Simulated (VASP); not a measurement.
Wanted: the native input for a VASP 6.6.1 run.

```yaml
Task: single point
Functional: PBEsol
Potentials_or_basis: VASP PAW PBE potentials, release 64 (Cu_sv_GW)
Cutoff: 700 eV
k_mesh: 12 × 12 × 4
Occupations: fermi-dirac, width 0.05 eV
Spin: no spin polarisation
Dipole_correction: no
Second_run: valence_matched
Further_INCAR_settings: ALGO = Normal; EDIFF = 1e-06; NBANDS = 46
```

The structure of Cu lies in POSCAR:

```
Cu
1.0
    2.5475245418      0.0000000000      0.0000000000
   -1.2737622710      2.2062209700      0.0000000000
    0.0000000000      0.0000000000      8.3165306817
Cu
4
Direct
    0.6666666667      0.3333333333      0.7500000000
    0.0000000000      0.0000000000      0.5000000000
    0.3333333333      0.6666666667      0.2500000000
    0.0000000000      0.0000000000      0.0000000000
```

One way to write it, as run:

INCAR

```
  ALGO = Normal
  EDIFF = 1E-6
  ENCUT = 700
  GGA = PS
  GGA_COMPAT = F
  ISIF = 2
  ISMEAR = -1
  LASPH = T
  LCHARG = F
  LREAL = F
  LWAVE = F
  NBANDS = 46
  NELM = 120
  PREC = Accurate
  SIGMA = 0.05
```

KPOINTS

```
k-points
0
Gamma
  12 12 4
```

Potentials or basis: VASP PAW PBE potentials, release 64 (Cu_sv_GW).

Launch:

```sh
$ cat potpaw_PBE.64/Cu_sv_GW/POTCAR > POTCAR
$ mpirun -np 1 vasp_std > vasp.out
```

Results of the run:

```json
{
  "Pressure": "-9.9 GPa",
  "Band gap on the k mesh": "zero (band 38 reaches 10.88 eV, above the bottom of band 39 at 5.78 eV)"
}
```

Caveat: the PAW data sets were made with another functional, which shifts forces and pressure a little.

Wall time 110 s on 1 thread of Intel(R) Xeon(R) 6975P-C (Granite Rapids), with other jobs on the host, peak memory 0.3 GiB.
